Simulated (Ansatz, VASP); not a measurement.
NbTe: VASP beside Ansatz

```
Te Nb
1.0
     3.70297    0.00000    0.00000
    -1.85149    3.20687    0.00000
     0.00000    0.00000    3.69421
Te Nb
1 1
Direct
  0.66667 0.33333 0.00000
  0.00000 0.00000 0.50000
```

Alike in both runs: task single point; functional PBE; k mesh 8 × 8 × 7; occupations gaussian, width 0.029 eV; no spin polarisation.

|  | VASP | Ansatz |
| --- | --- | --- |
| version | VASP 6.6.1 | Ansatz 0.2.0 |
| potentials or method | VASP PAW PBE potentials, release 64 (Te, Nb_sv) | Ansatz PAW |
| plane-wave cutoff (eV) | 520 | 420 |
| valence electrons in the cell | 19 | 29 |

VASP gave:

```
gap on the k mesh at the Fermi level (eV)                     : none
pressure (GPa)                                                : -0.8
traceless stress, the component that is largest in VASP (GPa) : 0.70
```

Question: Estimate Ansatz's values.

Answer: gap on the k mesh at the Fermi level (eV): none; pressure (GPa): -0.6; traceless stress, the component that is largest in VASP (GPa): 0.75.

A gap of «none» marks a metal or a gap that the smearing closes. VASP's potentials hold 19 valence electrons a cell and Ansatz's 29, so a difference there can come from the potentials and not from the codes.

Spin-orbit coupling is off throughout.
